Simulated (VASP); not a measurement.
CaBe2O3, 6 atoms in the cell. Symmetry: Cmmm, No. 65, orthorhombic system. Conventional cell: a = 5.571 Å, b = 8.341 Å, c = 2.954 Å, α = 90.00°, β = 90.00°, γ = 90.00°. Within 3.0 Å of Ca (site symmetry mmm) lie 6 O at 2.17 to 2.79 Å and 2 Ca at 2.95 Å. Be (site symmetry m2m) has 3 O at 1.43 to 1.87 Å within 1.9 Å. O (site symmetry m2m) has 1 Be at 1.43 Å within 1.9 Å. Within 2.5 Å of O (site symmetry mmm) lie 4 Be at 1.87 Å. The cell was built from a structure type or drawn by symmetry, and may not be a known phase.

* Program: VASP 6.6.1
* Task: relaxation of cell and atoms
* Functional: PBE
* Potentials or basis: VASP PAW PBE potentials, release 64 (Ca_sv, Be, O)
* Cutoff: 600 eV
* k mesh: 6 × 6 × 10
* Occupations: gaussian, width 0.02 eV
* Spin: no spin polarisation
* Dipole correction: no
* Further INCAR settings: ALGO = Normal; EDIFF = 1e-07; IBRION = 2; EDIFFG = -0.01; NSW = 100; ISIF = 3

Potentials or basis: VASP PAW PBE potentials, release 64 (Ca_sv, Be, O).

Command:

```bash
$ cat potpaw_PBE.64/Ca_sv/POTCAR potpaw_PBE.64/Be/POTCAR potpaw_PBE.64/O/POTCAR > POTCAR
$ mpirun -np 1 vasp_std > vasp.out
```

Hardware: 1 thread of Intel(R) Xeon(R) Platinum 8488C (Sapphire Rapids), with other jobs on the host.

Question: Estimate the wall time of this run.

Answer: It took 5.5 min on 1 thread of Intel(R) Xeon(R) Platinum 8488C (Sapphire Rapids), with other jobs on the host, peak memory 0.29 GiB. Counts: scf iterations 47, k points 78, ion steps 5.
